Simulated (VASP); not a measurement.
# CrO2 (P-3m1) in VASP: notebook, part 2 of 2

VASP 6.6.1. Earlier steps stand in the parts before.

## 3. Single point, PBE, collinear spin, ferromagnetic start (12.44 Å³/atom)

This run uses another cell than the first one, of 12.44 Å³/atom.

The input, INCAR:

```
PREC     = Accurate       # precision mode
ENCUT    = 520            # plane-wave cutoff, eV
EDIFF    = 1E-7           # SCF threshold, eV
ISMEAR   = 0              # smearing method
SIGMA    = 0.05           # smearing width, eV
LREAL    = F              # projectors in reciprocal space
LASPH    = T              # aspherical terms in the spheres
NELM     = 150            # most SCF steps
ALGO     = Normal         # electronic algorithm
ISIF     = 2              # what is computed and relaxed
LWAVE    = F              # write WAVECAR
LCHARG   = F              # write CHGCAR
ISPIN    = 2              # spin polarisation
MAGMOM   = 1.91 0 0       # initial moments
LORBIT   = 11             # projections on sites
LMAXMIX  = 4              # l up to which the mixer works
GGA      = PE             # functional
NBANDS   = 23             # bands
```

The input, KPOINTS:

```
regular mesh
0
Gamma
  14 14 6
```

The input, POSCAR:

```
CrO2
1.0
    2.8914321860      0.0000000000      0.0000000000
   -1.4457160930      2.5040537264      0.0000000000
    0.0000000000      0.0000000000      5.1560275319
Cr O
1 2
Direct
    0.0000000000      0.0000000000      0.0000000000
    0.3333333333      0.6666666667      0.1841041257
    0.6666666667      0.3333333333      0.8158958743
```

Potentials or basis: VASP PAW PBE potentials, release 64 (Cr_pv, O).

Launch:

```sh
> cat potpaw_PBE.64/Cr_pv/POTCAR potpaw_PBE.64/O/POTCAR > POTCAR
> mpirun -np 1 vasp_std > vasp.out
```

OUTCAR:

```text
PREC = Accurate
   ENCUT = 520
   EDIFF = 1E-7
   ISMEAR = 0
   LREAL = F
   LASPH = T
   NELM = 150
   ISIF = 2
   ISPIN = 2
   LORBIT = 11
   GGA = PE

 ion  position               nearest neighbor table
   1  0.000  0.000  0.000-   2 1.92   3 1.92   3 1.92   2 1.92   3 1.92   2 1.92
   2  0.333  0.667  0.184-   1 1.92   1 1.92   1 1.92
   3  0.667  0.333  0.816-   1 1.92   1 1.92   1 1.92

  LATTYP: Found a hexagonal cell.
 ALAT       =     2.8914321860
 C/A-ratio  =     1.7832088737

  Lattice vectors:

 A1 = (   2.8914321860,   0.0000000000,   0.0000000000)
 A2 = (  -1.4457160930,   2.5040537264,   0.0000000000)
 A3 = (   0.0000000000,   0.0000000000,   5.1560275319)

Analysis of symmetry for initial positions (statically):
=====================================================================
 Subroutine PRICEL returns:
 Original cell was already a primitive cell.

 Routine SETGRP: Setting up the symmetry group for a
 hexagonal supercell.

[... 1445 lines left out ...]

------------------------ aborting loop because EDIFF is reached ----------------------------------------

  FORCE on cell =-STRESS in cart. coord.  units (eV):
  Direction    XX          YY          ZZ          XY          YZ          ZX
  --------------------------------------------------------------------------------------
  -------------------------------------------------------------------------------------
  Total        0.2479458      0.2479458      0.1130855      0.0000000     -0.0000000      0.0000000
  in kB       10.6413168     10.6413168      4.8533941      0.0000000     -0.0000000      0.0000000
  external PRESSURE =       8.7120092 kB  Pullay stress =       0.0000000 kB

 VOLUME and BASIS-vectors are now :
 -----------------------------------------------------------------------------
  energy-cutoff  :      520.00
  volume of cell :       37.33
      direct lattice vectors                 reciprocal lattice vectors
     2.891432186  0.000000000  0.000000000     0.345849370  0.199676227  0.000000000
    -1.445716093  2.504053726  0.000000000     0.000000000  0.399352454  0.000000000
     0.000000000  0.000000000  5.156027532     0.000000000  0.000000000  0.193947762

 POSITION                                       TOTAL-FORCE (eV/Angst)
 -----------------------------------------------------------------------------------
      0.00000      0.00000      0.00000         0.000000      0.000000      0.000000
     -0.00000      1.66937      0.94925         0.000000     -0.000000      0.066395
      1.44572      0.83468      4.20678        -0.000000      0.000000     -0.066395
 -----------------------------------------------------------------------------------
    total drift:                                0.000000      0.000000      0.000000

  FREE ENERGIE OF THE ION-ELECTRON SYSTEM (eV)
  ---------------------------------------------------
  free  energy   TOTEN  =       -24.6956402133 eV

  energy  without entropy=      -24.6935061363  energy(sigma->0) =      -24.69457317

 total charge

# of ion       s       p       d       tot
------------------------------------------
    1        0.359   6.447   4.063  10.869
    2        1.581   3.422   0.000   5.002
    3        1.581   3.422   0.000   5.002
--------------------------------------------------
tot          3.520  13.290   4.063  20.874

 magnetization (x)

# of ion       s       p       d       tot
------------------------------------------
    1        0.028   0.020   2.024   2.072
    2        0.000  -0.060   0.000  -0.060
    3        0.000  -0.060   0.000  -0.060
--------------------------------------------------
tot          0.028  -0.100   2.024   1.953
```

OSZICAR:

```text
N       E                     dE             d eps       ncg     rms          rms(c)
DAV:   1     0.235500318805E+03    0.23550E+03   -0.12986E+04 11792   0.107E+03
DAV:   2    -0.191075863024E+02   -0.25461E+03   -0.24050E+03 13138   0.337E+02
DAV:   3    -0.323059416467E+02   -0.13198E+02   -0.13109E+02 14079   0.854E+01
DAV:   4    -0.324154620783E+02   -0.10952E+00   -0.10950E+00 12434   0.843E+00
DAV:   5    -0.324164004986E+02   -0.93842E-03   -0.93842E-03 13932   0.750E-01    0.288E+01
DAV:   6    -0.304122262050E+02    0.20042E+01   -0.92011E+01 14323   0.695E+01    0.333E+01
DAV:   7    -0.260073924659E+02    0.44048E+01   -0.89628E+01 13176   0.719E+01    0.131E+01
DAV:   8    -0.247873629895E+02    0.12200E+01   -0.34691E+00 13213   0.156E+01    0.423E+00
DAV:   9    -0.246876782919E+02    0.99685E-01   -0.87874E-01 15023   0.645E+00    0.167E+00
DAV:  10    -0.246946021563E+02   -0.69239E-02   -0.58363E-02 11916   0.176E+00    0.930E-01
DAV:  11    -0.246952553126E+02   -0.65316E-03   -0.10704E-02 11930   0.898E-01    0.398E-01
DAV:  12    -0.246955906769E+02   -0.33536E-03   -0.27690E-03 11902   0.377E-01    0.184E-01
DAV:  13    -0.246956129944E+02   -0.22317E-04   -0.22647E-04 12861   0.129E-01    0.874E-02
DAV:  14    -0.246956391436E+02   -0.26149E-04   -0.13651E-04 11874   0.892E-02    0.258E-02
DAV:  15    -0.246956388337E+02    0.30987E-06   -0.27002E-05 12546   0.390E-02    0.798E-03
DAV:  16    -0.246956401935E+02   -0.13597E-05   -0.29013E-06 11846   0.117E-02    0.566E-03
DAV:  17    -0.246956402133E+02   -0.19863E-07   -0.91967E-07 11942   0.897E-03
   1 F= -.24695640E+02 E0= -.24694573E+02  d E =-.213408E-02  mag=     2.0000
```

stdout:

```text
POSCAR found type information on POSCAR CrO
 POSCAR found :  2 types and       3 ions
 scaLAPACK will be used
 LDA part: xc-table for (Slater+PW92), standard interpolation
 POSCAR, INCAR and KPOINTS ok, starting setup
 FFT: planning ... GRIDC
 FFT: planning ... GRID_SOFT
 FFT: planning ... GRID
 WAVECAR not read
 entering main loop
```

Wall time 4.9 min (1 thread of Intel Xeon 8259CL, shared host); peak memory 0.29 GiB.

Results:

| Quantity | Value |
| --- | --- |
| Free energy | -24.6956 eV |
| Pressure | 0.9 GPa |
| Largest force | 0.066 eV/Å |
| Band gap on the k mesh | zero (filled and empty bands overlap) |
| Net moment | 2.00 μB per cell |
| Site moments | Cr +2.07; O -0.06 μB |
| Valence electrons inside the program's atomic spheres | Cr 10.87; O 5.00 |

Forces on the atoms (eV/Å):
```
Cr   0.000  0.000  0.000
O    0.000  0.000  0.066
O    0.000  0.000 -0.066
```

Caveat: an empty level that is flat over the whole mesh can mark a ghost state of the potentials, or a narrow d or f band; a cell with one magnetic atom can't hold antiferromagnetic order, which such compounds often take; semilocal functionals often make such compounds metallic where correlation or magnetic order opens a gap, which also shifts bond lengths. With open d or f shells a metallic result of PBE can be an artefact of self-interaction; +U or a hybrid may open a gap.

## 4. Single point, PBE, collinear spin, ferromagnetic start (12.70 Å³/atom)

This run uses another cell than the first one, of 12.70 Å³/atom.

The input, INCAR:

```
SYSTEM = CrO2
PREC     = Accurate       ! precision mode
ENCUT    = 520            ! plane-wave cutoff, eV
EDIFF    = 1E-6           ! SCF threshold, eV
ISMEAR   = 0              ! smearing method
SIGMA    = 0.05           ! smearing width, eV
LREAL    = .FALSE.        ! projectors in reciprocal space
LASPH    = .TRUE.         ! aspherical terms in the spheres
NELM     = 150            ! most SCF steps
ALGO     = Normal         ! electronic algorithm
ISIF     = 2              ! what is computed and relaxed
LWAVE    = .FALSE.        ! write WAVECAR
LCHARG   = .TRUE.         ! write CHGCAR
ISPIN    = 2              ! spin polarisation
MAGMOM   = 1.92 0 0       ! initial moments
LORBIT   = 11             ! projections on sites
LMAXMIX  = 4              ! l up to which the mixer works
GGA      = PE             ! functional
LELF     = .TRUE.         ! ELF
LVHAR    = .TRUE.       
NBANDS   = 23             ! bands
```

The input, KPOINTS:

```
regular mesh
0
G
  14 14 6
  0 0 0
```

The input, POSCAR:

```
CrO2
1.0
    2.8910106080      0.0000000000      0.0000000000
   -1.4455053040      2.5036886291      0.0000000000
    0.0000000000      0.0000000000      5.2649799546
Cr O
1 2
Direct
    0.0000000000      0.0000000000      0.0000000000
    0.3333333333      0.6666666667      0.1802664792
    0.6666666667      0.3333333333      0.8197335208
```

Potentials or basis: VASP PAW PBE potentials, release 64 (Cr_pv, O).

Launch:

```sh
> cat potpaw_PBE.64/Cr_pv/POTCAR potpaw_PBE.64/O/POTCAR > POTCAR
> mpirun -np 1 vasp_std > vasp.out
```

OUTCAR:

```text
SYSTEM = CrO2
   PREC = Accurate
   ENCUT = 520
   EDIFF = 1E-6
   ISMEAR = 0
   LREAL = .FALSE.
   LASPH = .TRUE.
   NELM = 150
   ISIF = 2
   ISPIN = 2
   LORBIT = 11
   GGA = PE

 ion  position               nearest neighbor table
   1  0.000  0.000  0.000-   2 1.92   3 1.92   2 1.92   3 1.92   3 1.92   2 1.92
   2  0.333  0.667  0.180-   1 1.92   1 1.92   1 1.92
   3  0.667  0.333  0.820-   1 1.92   1 1.92   1 1.92

  LATTYP: Found a hexagonal cell.
 ALAT       =     2.8910106080
 C/A-ratio  =     1.8211555295

  Lattice vectors:

 A1 = (   2.8910106080,   0.0000000000,   0.0000000000)
 A2 = (  -1.4455053040,   2.5036886291,   0.0000000000)
 A3 = (   0.0000000000,   0.0000000000,   5.2649799546)

Analysis of symmetry for initial positions (statically):
=====================================================================
 Subroutine PRICEL returns:
 Original cell was already a primitive cell.

 Routine SETGRP: Setting up the symmetry group for a
[... 1445 lines left out ...]

 [... further k-points ...]

------------------------ aborting loop because EDIFF is reached ----------------------------------------

  FORCE on cell =-STRESS in cart. coord.  units (eV):
  Direction    XX          YY          ZZ          XY          YZ          ZX
  --------------------------------------------------------------------------------------
  -------------------------------------------------------------------------------------
  Total        0.2659039      0.2659039      0.1058875     -0.0000000      0.0000000      0.0000000
  in kB       11.1791426     11.1791426      4.4517267     -0.0000000      0.0000000      0.0000000
  external PRESSURE =       8.9366706 kB  Pullay stress =       0.0000000 kB

 VOLUME and BASIS-vectors are now :
 -----------------------------------------------------------------------------
  energy-cutoff  :      520.00
  volume of cell :       38.11
      direct lattice vectors                 reciprocal lattice vectors
     2.891010608  0.000000000  0.000000000     0.345899803  0.199705344  0.000000000
    -1.445505304  2.503688629  0.000000000     0.000000000  0.399410689  0.000000000
     0.000000000  0.000000000  5.264979955     0.000000000  0.000000000  0.189934246

 POSITION                                       TOTAL-FORCE (eV/Angst)
 -----------------------------------------------------------------------------------
      0.00000      0.00000      0.00000         0.000000      0.000000      0.000000
     -0.00000      1.66913      0.94910         0.000000     -0.000000      0.075637
      1.44551      0.83456      4.31588        -0.000000      0.000000     -0.075637
 -----------------------------------------------------------------------------------
    total drift:                                0.000000      0.000000     -0.000000

  FREE ENERGIE OF THE ION-ELECTRON SYSTEM (eV)
  ---------------------------------------------------
  free  energy   TOTEN  =       -24.6962470975 eV

  energy  without entropy=      -24.6941381279  energy(sigma->0) =      -24.69519261

 total charge

# of ion       s       p       d       tot
------------------------------------------
    1        0.359   6.447   4.064  10.870
    2        1.581   3.422   0.000   5.003
    3        1.581   3.422   0.000   5.003
--------------------------------------------------
tot          3.520  13.291   4.064  20.875

 magnetization (x)

# of ion       s       p       d       tot
------------------------------------------
    1        0.028   0.020   2.024   2.071
    2        0.000  -0.059   0.000  -0.059
    3        0.000  -0.059   0.000  -0.059
--------------------------------------------------
tot          0.028  -0.099   2.024   1.953
```

OSZICAR:

```text
N       E                     dE             d eps       ncg     rms          rms(c)
DAV:   1     0.234040343467E+03    0.23404E+03   -0.12900E+04 11792   0.107E+03
DAV:   2    -0.189021207384E+02   -0.25294E+03   -0.23895E+03 13055   0.334E+02
DAV:   3    -0.323031411782E+02   -0.13401E+02   -0.13306E+02 14079   0.857E+01
DAV:   4    -0.324162558755E+02   -0.11311E+00   -0.11309E+00 12399   0.855E+00
DAV:   5    -0.324172317662E+02   -0.97589E-03   -0.97589E-03 13918   0.764E-01    0.288E+01
DAV:   6    -0.303757621430E+02    0.20415E+01   -0.91777E+01 14350   0.695E+01    0.332E+01
DAV:   7    -0.260067142997E+02    0.43690E+01   -0.89141E+01 13263   0.719E+01    0.131E+01
DAV:   8    -0.247885852034E+02    0.12181E+01   -0.34819E+00 13172   0.156E+01    0.424E+00
DAV:   9    -0.246879228041E+02    0.10066E+00   -0.88524E-01 14914   0.648E+00    0.166E+00
DAV:  10    -0.246951858869E+02   -0.72631E-02   -0.59451E-02 11874   0.178E+00    0.931E-01
DAV:  11    -0.246958552947E+02   -0.66941E-03   -0.10731E-02 11832   0.901E-01    0.400E-01
DAV:  12    -0.246961958307E+02   -0.34054E-03   -0.28195E-03 11923   0.382E-01    0.185E-01
DAV:  13    -0.246962202937E+02   -0.24463E-04   -0.22707E-04 12959   0.129E-01    0.874E-02
DAV:  14    -0.246962461110E+02   -0.25817E-04   -0.13764E-04 11839   0.897E-02    0.264E-02
DAV:  15    -0.246962457661E+02    0.34494E-06   -0.26723E-05 12511   0.388E-02    0.792E-03
DAV:  16    -0.246962471111E+02   -0.13450E-05   -0.31367E-06 11811   0.121E-02    0.571E-03
DAV:  17    -0.246962470975E+02    0.13572E-07   -0.94990E-07  8030   0.937E-03
   1 F= -.24696247E+02 E0= -.24695193E+02  d E =-.210897E-02  mag=     2.0000
```

Wall time 4.3 min (1 thread of Intel Xeon 8259CL, shared host); peak memory 0.3 GiB.

What came out:

- Free energy: -24.6962 eV
- Pressure: 0.9 GPa
- Largest force: 0.076 eV/Å
- Band gap on the k mesh: zero (filled and empty bands overlap)
- Net moment: 2.00 μB per cell
- Site moments: Cr +2.07; O -0.06 μB
- Valence electrons inside the program's atomic spheres: Cr 10.87; O 5.00

Forces on the atoms (eV/Å):
```
Cr   0.000  0.000  0.000
O    0.000  0.000  0.076
O    0.000  0.000 -0.076
```

Stress tensor (GPa, compression positive):
```
1.12 0.00 0.00
0.00 1.12 0.00
0.00 0.00 0.45
```

Caveat: an empty level that is flat over the whole mesh can mark a ghost state of the potentials, or a narrow d or f band; a cell with one magnetic atom can't hold antiferromagnetic order, which such compounds often take; semilocal functionals often make such compounds metallic where correlation or magnetic order opens a gap, which also shifts bond lengths. With open d or f shells a metallic result of PBE can be an artefact of self-interaction; +U or a hybrid may open a gap.

## 5. Summary

```tsv
cell	gap on the mesh (eV)	pressure (GPa)	moment (μB)	largest force (eV/Å)
a = 2.890, b = 2.890, c = 5.080 Å, angles 90.0, 90.0, 120.0°, 3 atoms, atomic positions A	none	1.1	2.00	0.07
a = 2.891, b = 2.891, c = 5.156 Å, angles 90.0, 90.0, 120.0°, 3 atoms, atomic positions B	none	0.9	2.00	0.07
a = 2.891, b = 2.891, c = 5.265 Å, angles 90.0, 90.0, 120.0°, 3 atoms, atomic positions C	none	0.9	2.00	0.08
```

Alike in all rows: task single point; level PBE; potentials or basis VASP PAW PBE potentials, release 64 (Cr_pv, O); spin collinear, ferromagnetic start; k mesh 14 × 14 × 6; cutoff (eV) 520; smearing gaussian 0.05 eV.

Caveats: an empty level that is flat over the whole mesh can mark a ghost state of the potentials, or a narrow d or f band; a cell with one magnetic atom can't hold antiferromagnetic order, which such compounds often take; semilocal functionals often make such compounds metallic where correlation or magnetic order opens a gap, which also shifts bond lengths.

Absolute energies hang on the potentials; compare differences alone.
